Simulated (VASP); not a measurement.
# Li (Pm-3m) in VASP: notebook

Li is run at these levels: LDA; tasks: density of states.

Program: VASP 6.6.1. These are calculated values, not measurements. Logs are shortened: lines on timing, memory, paths and dates and some standing lists are left out, and cuts for length are marked.

### 1 The cell of the first run

Symmetry: Pm-3m, No. 221, cubic system. The conventional cell has a = 1.966 Å, b = 1.966 Å, c = 1.966 Å, α = 90.00°, β = 90.00°, γ = 90.00°. Within 2.6 Å of Li (site symmetry m-3m) lie 6 Li at 1.97 Å.

### 2 Density of states, LDA (volume scaled by 0.4)

POSCAR

```
Li
1.0
    1.9663749507      0.0000000000      0.0000000000
    0.0000000000      1.9663749507      0.0000000000
    0.0000000000      0.0000000000      1.9663749507
Li
1
Direct
    0.0000000000      0.0000000000      0.0000000000
```

INCAR.step1

```
SYSTEM = Li
PREC     = Accurate       ! precision mode
ENCUT    = 520            ! plane-wave cutoff, eV
EDIFF    = 1E-7           ! SCF threshold, eV
ISMEAR   = -1             ! smearing method
SIGMA    = 0.05           ! smearing width, eV
LREAL    = .False.        ! projectors in reciprocal space
LASPH    = .True.         ! aspherical terms in the spheres
NELM     = 80             ! most SCF steps
ALGO     = Normal         ! electronic algorithm
ISIF     = 2              ! what is computed and relaxed
LWAVE    = .False.        ! write WAVECAR
LCHARG   = .True.         ! write CHGCAR
GGA      = CA             ! functional
NBANDS   = 8              ! bands
```

KPOINTS.step1

```
regular mesh
0
Gamma
  14 14 14
  0 0 0
```

INCAR.step2

```
SYSTEM = Li
PREC     = Accurate       ! precision mode
ENCUT    = 520            ! plane-wave cutoff, eV
EDIFF    = 1E-7           ! SCF threshold, eV
ISMEAR   = -5             ! smearing method
SIGMA    = 0.05           ! smearing width, eV
LREAL    = .False.        ! projectors in reciprocal space
LASPH    = .True.         ! aspherical terms in the spheres
NELM     = 80             ! most SCF steps
ALGO     = Normal         ! electronic algorithm
ISIF     = 2              ! what is computed and relaxed
LWAVE    = .False.        ! write WAVECAR
LCHARG   = .False.        ! write CHGCAR
GGA      = CA             ! functional
LORBIT   = 11             ! projections on sites
NBANDS   = 8              ! bands
NEDOS    = 1001           ! points of the DOS
ICHARG   = 11             ! starting density
```

KPOINTS.step2

```
regular mesh
0
Gamma
  21 21 21
  0 0 0
```

Potentials or basis: VASP PAW LDA potentials, release 64 (Li_sv).

The run is started by

```sh
cat potpaw_LDA.64/Li_sv/POTCAR > POTCAR
cp INCAR.step1 INCAR
cp KPOINTS.step1 KPOINTS
mpirun -np 1 vasp_std > vasp.out
cp INCAR.step2 INCAR
cp KPOINTS.step2 KPOINTS
mpirun -np 1 vasp_std > vasp.out
```

OUTCAR:

```text
SYSTEM = Li
   PREC = Accurate
   ENCUT = 520
   EDIFF = 1E-7
   ISMEAR = -5
   LREAL = .False.
   LASPH = .True.
   NELM = 80
   ISIF = 2
   GGA = CA
   LORBIT = 11
   ICHARG = 11

 ion  position               nearest neighbor table
   1  0.000  0.000  0.000-

  LATTYP: Found a simple cubic cell.
 ALAT       =     1.9663749507

  Lattice vectors:

 A1 = (   1.9663749507,   0.0000000000,   0.0000000000)
 A2 = (   0.0000000000,   1.9663749507,   0.0000000000)
 A3 = (   0.0000000000,   0.0000000000,   1.9663749507)

Analysis of symmetry for initial positions (statically):
=====================================================================
 Subroutine PRICEL returns:
 Original cell was already a primitive cell.

 Routine SETGRP: Setting up the symmetry group for a
 simple cubic supercell.

 Subroutine GETGRP returns: Found 48 space group operations
 (whereof 48 operations were pure point group operations)
 out of a pool of 48 trial point group operations.

The static configuration has the point symmetry O_h .

Analysis of symmetry for dynamics (positions and initial velocities):
=====================================================================
 Subroutine PRICEL returns:
 Original cell was already a primitive cell.

 Routine SETGRP: Setting up the symmetry group for a
 simple cubic supercell.

 Subroutine GETGRP returns: Found 48 space group operations
 (whereof 48 operations were pure point group operations)
 out of a pool of 48 trial point group operations.

The dynamic configuration has the point symmetry O_h .

 Subroutine INISYM returns: Found 48 space group operations
 (whereof 48 operations are pure point group operations),
 and found     1 'primitive' translations

----------------------------------------------------------------------------------------

                                     Primitive cell

  volume of cell :       7.6032

  direct lattice vectors                    reciprocal lattice vectors
     1.966374951  0.000000000  0.000000000     0.508550010  0.000000000  0.000000000
     0.000000000  1.966374951  0.000000000     0.000000000  0.508550010  0.000000000
     0.000000000  0.000000000  1.966374951     0.000000000  0.000000000  0.508550010

  length of vectors
     1.966374951  1.966374951  1.966374951     0.508550010  0.508550010  0.508550010

  position of ions in fractional coordinates (direct lattice)
     0.000000000  0.000000000  0.000000000

  ion indices of the primitive-cell ions
   primitive index   ion index
                 1           1

----------------------------------------------------------------------------------------

 KPOINTS: regular mesh

Automatic generation of k-mesh.
 Grid dimensions read from file:
 generate k-points for:   21   21   21

 Generating k-lattice:

  Cartesian coordinates                     Fractional coordinates (reciprocal lattice)
     0.024216667  0.000000000  0.000000000     0.047619048  0.000000000  0.000000000
     0.000000000  0.024216667  0.000000000     0.000000000  0.047619048  0.000000000
     0.000000000  0.000000000  0.024216667     0.000000000  0.000000000  0.047619048

  Length of vectors
     0.024216667  0.024216667  0.024216667

  Shift w.r.t. Gamma in fractional coordinates (k-lattice)
     0.000000000  0.000000000  0.000000000

 TETIRR: Found   4601 inequivalent tetrahedra from    55566

 Subroutine IBZKPT returns following result:
 ===========================================

 Found    286 irreducible k-points:

 Following reciprocal coordinates:
            Coordinates               Weight
  0.000000  0.000000  0.000000      1.000000
  0.047619  0.000000  0.000000      6.000000
  0.095238  0.000000  0.000000      6.000000
  0.142857  0.000000  0.000000      6.000000
  0.190476  0.000000  0.000000      6.000000
  0.238095  0.000000  0.000000      6.000000
[... 16 lines left out ...]
  0.142857  0.095238  0.000000     24.000000
  0.190476  0.095238  0.000000     24.000000
 [... further k-points ...]
   k-points           NKPTS =    286   k-points in BZ     NKDIM =    286   number of bands    NBANDS=      8
   number of dos      NEDOS =   1001   number of ions     NIONS =      1
   total plane-waves  NPLWV =   4096
   dimension x,y,z NGX =    16 NGY =   16 NGZ =   16
   dimension x,y,z NGXF=    32 NGYF=   32 NGZF=   32
   ions per type =               1
   NGX,Y,Z   is equivalent  to a cutoff of  13.53, 13.53, 13.53 a.u.
   NGXF,Y,Z  is equivalent  to a cutoff of  27.05, 27.05, 27.05 a.u.
 SYSTEM =  Li
   PREC   = accura    normal or accurate (medium, high low for compatibility)
   ISTART =      0    job   : 0-new  1-cont  2-samecut
   ICHARG =     11    charge: 1-file 2-atom 10-const
   ISPIN  =      1    spin polarized calculation?
   LNONCOLLINEAR =      F non collinear calculations
   LSORBIT =      F    spin-orbit coupling
   LASPH  =      T    aspherical Exc in radial PAW
   ENCUT  =  520.0 eV  38.22 Ry    6.18 a.u.   3.66  3.66  3.66*2*pi/ulx,y,z
   NELM   =     80;   NELMIN=  2; NELMDL=  0     # of ELM steps
   EDIFF  = 0.1E-06   stopping-criterion for ELM
   LREAL  =      F    real-space projection
   EDIFFG = 0.1E-05   stopping-criterion for IOM
   NSW    =      0    number of steps for IOM
   IBRION =     -1    ionic relax: 0-MD 1-quasi-New 2-CG
   NFREE  =      0    steps in history (QN), initial steepest desc. (CG)
   ISIF   =      2    stress and relaxation
   ISYM   =      2    0-nonsym 1-usesym 2-fastsym
   POTIM  = 0.5000    time-step for ionic-motion
   TEBEG  =    0.0;   TEEND  =   0.0 temperature during run
   PSTRESS=    0.0 pullay stress
   NELECT =       3.0000    total number of electrons
   NUPDOWN=      -1.0000    fix difference up-down
   EMIN   =  10.00;   EMAX   =-10.00  energy-range for DOS
   EFERMI =   0.00;   METHOD = LEGACY
   ISMEAR =    -5;   SIGMA  =   0.05  broadening in eV -4-tet -1-fermi 0-gaus
   EFERMI_NEDOS =   21; number of points for ismear=-14 and -15
   IALGO  =     38    algorithm
   IMIX   =      4    mixing-type and parameters
     AMIX     =   0.40;   BMIX     =  1.00
     AMIX_MAG =   1.60;   BMIX_MAG =  1.00
  volume/ion in A,a.u.               =       7.60        51.31
  Fermi-wavevector in a.u.,A,eV,Ry     =   1.200740  2.269069 19.616555  1.441776
  Thomas-Fermi vector in A             =   2.336568
   LORBIT       =     11    0 simple, 1 ext, 2 COOP (PROOUT), +10 PAW based schemes
   GGA     = CA    functional components
   LHFCALC =     F    Hartree Fock is set to
   AEXX    =    0.0000 exact exchange contribution
   IVDW    =     0    specifies the selected vdW correction
   LEPSILON=     F    determine dielectric tensor
   LRPA    =     F    only Hartree local field effects (RPA)
 non-spin polarized calculation
 Fermi weights with tetrahedron method with Bloechl corrections
  energy-cutoff  :      520.00
  volume of cell :        7.60
 maximum number of plane-waves:       212
 NGX is ok and might be reduce to    16

 number of electron       3.0000002 magnetization

 Free energy of the ion-electron system (eV)
  ---------------------------------------------------
  ext. energy  EPLUGINS =         0.00000000
  ---------------------------------------------------
  free energy    TOTEN  =        -0.92069156 eV

  energy without entropy =       -0.92069156  energy(sigma->0) =       -0.92069156

 E-fermi :   4.9139     XC(G=0): -10.1607

 val. band max:        4.9082606663   @ k =   0.4286   0.2381   0.0952
 cond. band min:       4.9112226128   @ k =   0.3810   0.2381   0.1429
 fundamental gap:      0.0029619465
 Fermi energy:         4.9139381917

 k-point     1 :       0.0000    0.0000    0.0000
  band No.  band energies     occupation
      1     -40.8047      2.00000
      2       1.2959      2.00000
      3      27.8672      0.00000
      4      27.8672      0.00000
      5      27.8672      0.00000
      6      31.7085      0.00000
      7      31.7085      0.00000
      8      47.1801      0.00000

 k-point     2 :       0.0476    0.0000    0.0000
  band No.  band energies     occupation
      1     -40.7938      2.00000
      2       1.3220      2.00000
      3      26.3508      0.00000
      4      27.9473      0.00000
      5      27.9473      0.00000
      6      31.7953      0.00000
      7      33.4157      0.00000
      8      47.0144      0.00000

 k-point     3 :       0.0952    0.0000    0.0000
  band No.  band energies     occupation
      1     -40.7619      2.00000
      2       1.3995      2.00000
      3      23.9639      0.00000
      4      28.1876      0.00000
      5      28.1876      0.00000
      6      32.0558      0.00000
      7      36.3561      0.00000
      8      46.5771      0.00000

 k-point     4 :       0.1429    0.0000    0.0000
  band No.  band energies     occupation
      1     -40.7119      2.00000
      2       1.5200      2.00000
      3      21.6464      0.00000
      4      28.5842      0.00000
      5      28.5842      0.00000
      6      32.4888      0.00000
      7      39.4592      0.00000
      8      45.9748      0.00000

 k-point     5 :       0.1905    0.0000    0.0000
  band No.  band energies     occupation
      1     -40.6478      2.00000
      2       1.6789      2.00000
      3      19.5320      0.00000
      4      29.1326      0.00000
      5      29.1326      0.00000
      6      33.0934      0.00000
      7      41.9506      0.00000
      8      45.9906      0.00000

 k-point     6 :       0.2381    0.0000    0.0000
  band No.  band energies     occupation
      1     -40.5750      2.00000
      2       1.8667      2.00000
      3      17.6629      0.00000
      4      29.8250      0.00000
      5      29.8250      0.00000
      6      33.8681      0.00000
      7      42.3555      0.00000
      8      48.1136      0.00000

 k-point     7 :       0.2857    0.0000    0.0000
  band No.  band energies     occupation
      1     -40.4999      2.00000
      2       2.0692      2.00000
      3      16.0623      0.00000
      4      30.6453      0.00000
      5      30.6453      0.00000
      6      34.8091      0.00000
      7      41.6870      0.00000
      8      49.0703      0.00000
[... 133 lines left out ...]
 k-point    20 :       0.4286    0.0476    0.0000
  band No.  band energies     occupation
      1     -40.3170      2.00000
      2       2.6654      2.00000
      3      13.0193      0.00000
      4      32.4534      0.00000
      5      33.4797      0.00000
      6      38.3470      0.00000
      7      39.4999      0.00000
      8      42.8505      0.00000

 k-point    21 :       0.4762    0.0476    0.0000
  band No.  band energies     occupation
      1     -40.2944      2.00000
      2       2.7432      2.00000
      3      12.6690      0.00000
      4      33.1432      0.00000
      5      34.0505      0.00000
      6      37.7163      0.00000
      7      40.5968      0.00000
      8      41.8645      0.00000

 k-point    22 :       0.0952    0.0952    0.0000
  band No.  band energies     occupation
      1     -40.7199      2.00000
      2       1.5147      2.00000
      3      22.9228      0.00000
      4      25.9757      0.00000
      5      28.5074      0.00000
      6      35.0579      0.00000
      7      37.9953      0.00000
      8      45.7202      0.00000

 k-point    23 :       0.1429    0.0952    0.0000
  band No.  band energies     occupation
      1     -40.6706      2.00000
      2       1.6535      2.00000
      3      21.1802      0.00000
      4      25.8617      0.00000
      5      28.9029      0.00000
      6      35.9675      0.00000
      7      40.5202      0.00000
      8      44.8699      0.00000

 k-point    24 :       0.1905    0.0952    0.0000
  band No.  band energies     occupation
      1     -40.6074      2.00000
      2       1.8376      2.00000
      3      19.2660      0.00000
      4      26.2385      0.00000
      5      29.4509      0.00000
      6      36.6621      0.00000
      7      42.2647      0.00000
      8      45.0539      0.00000

 [... further k-points ...]

------------------------ aborting loop because EDIFF is reached ----------------------------------------

  FORCE on cell =-STRESS in cart. coord.  units (eV):
  Direction    XX          YY          ZZ          XY          YZ          ZX
  --------------------------------------------------------------------------------------
  -------------------------------------------------------------------------------------
  Total        2.6488342      2.6488342      2.6488342      0.0000000      0.0000000     -0.0000000
  in kB      558.1698384    558.1698384    558.1698384      0.0000000      0.0000000     -0.0000000
  external PRESSURE =     558.1698384 kB  Pullay stress =       0.0000000 kB

 VOLUME and BASIS-vectors are now :
 -----------------------------------------------------------------------------
  energy-cutoff  :      520.00
  volume of cell :        7.60
      direct lattice vectors                 reciprocal lattice vectors
     1.966374951  0.000000000  0.000000000     0.508550010  0.000000000  0.000000000
     0.000000000  1.966374951  0.000000000     0.000000000  0.508550010  0.000000000
     0.000000000  0.000000000  1.966374951     0.000000000  0.000000000  0.508550010

 POSITION                                       TOTAL-FORCE (eV/Angst)
 -----------------------------------------------------------------------------------
      0.00000      0.00000      0.00000         0.000000      0.000000      0.000000
 -----------------------------------------------------------------------------------
    total drift:                               -0.000000     -0.000000      0.000000

  FREE ENERGIE OF THE ION-ELECTRON SYSTEM (eV)
  ---------------------------------------------------
  free  energy   TOTEN  =        -0.9206915578 eV

  energy  without entropy=       -0.9206915578  energy(sigma->0) =       -0.92069156

 total charge

# of ion       s       p       d       tot
------------------------------------------
    1        2.089   0.185   0.000   2.274
```

It took 4.9 s on 1 thread of Intel Xeon 6975P-C (Granite Rapids), shared host; peak memory 0.12 GiB.

What came out:

```
Valence electrons inside the program's atomic spheres : Li 2.27
```

Caveat: the cutoff is under 1.25 times the usual one of these potentials, so pressure, stress and relaxed cells hold a basis-set (Pulay) error; tetrahedron occupations give inexact forces and stress in metals.

(Part 1 of 2 ends here.)
